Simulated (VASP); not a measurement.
A run of VASP 6.6.1:

Contents of POSCAR:

```
ZnS
1.0
    3.8065185603      0.0000000000      0.0000000000
   -1.9032592801      3.2965417732      0.0000000000
    0.0000000000      0.0000000000      6.1823548551
Zn S
2 2
Direct
    0.3333333333      0.6666666667     -0.0005179002
    0.6666666667      0.3333333333      0.4994820998
    0.3333333333      0.6666666667      0.3755179002
    0.6666666667      0.3333333333      0.8755179002
```

The input INCAR.step1:

```
ALGO     = Normal         # electronic algorithm
EDIFF    = 1E-4           # SCF threshold, eV
ENCUT    = 520            # plane-wave cutoff, eV
GGA      = PE             # functional
ISMEAR   = 0              # smearing method
LASPH    = True           # aspherical terms in the spheres
LCHARG   = False          # write CHGCAR
LREAL    = False          # projectors in reciprocal space
LWAVE    = True           # write WAVECAR
NBANDS   = 26             # bands
NELM     = 60             # most SCF steps
PREC     = Accurate       # precision mode
SIGMA    = 0.02           # smearing width, eV
```

The input INCAR.step2:

```
ALGO     = Normal         # electronic algorithm
EDIFF    = 1E-6           # SCF threshold, eV
ENCUT    = 520            # plane-wave cutoff, eV
ISIF     = 2              # what is computed and relaxed
ISMEAR   = 0              # smearing method
ISTART   = 1            
LASPH    = True           # aspherical terms in the spheres
LCHARG   = False          # write CHGCAR
LMIXTAU  = True         
LREAL    = False          # projectors in reciprocal space
LWAVE    = False          # write WAVECAR
METAGGA  = R2SCAN         # meta-GGA
NBANDS   = 26             # bands
NELM     = 60             # most SCF steps
PREC     = Accurate       # precision mode
SIGMA    = 0.02           # smearing width, eV
```

Contents of KPOINTS:

```
k-points
0
Gamma
  6 6 4
```

Potentials or basis: VASP PAW PBE potentials, release 64 (Zn, S).

Launch:

```console
$ cat potpaw_PBE.64/Zn/POTCAR potpaw_PBE.64/S/POTCAR > POTCAR
$ cp INCAR.step1 INCAR
$ mpirun -np 1 vasp_std > vasp.out
$ cp INCAR.step2 INCAR
$ mpirun -np 1 vasp_std > vasp.out
```

Hardware: 1 thread of AMD EPYC 7R13, on a shared host.

How long does it take, and how much memory?

Wall time 4.3 min on 1 thread of AMD EPYC 7R13, with other jobs on the host, peak memory 0.18 GiB. Counts: k points 21.
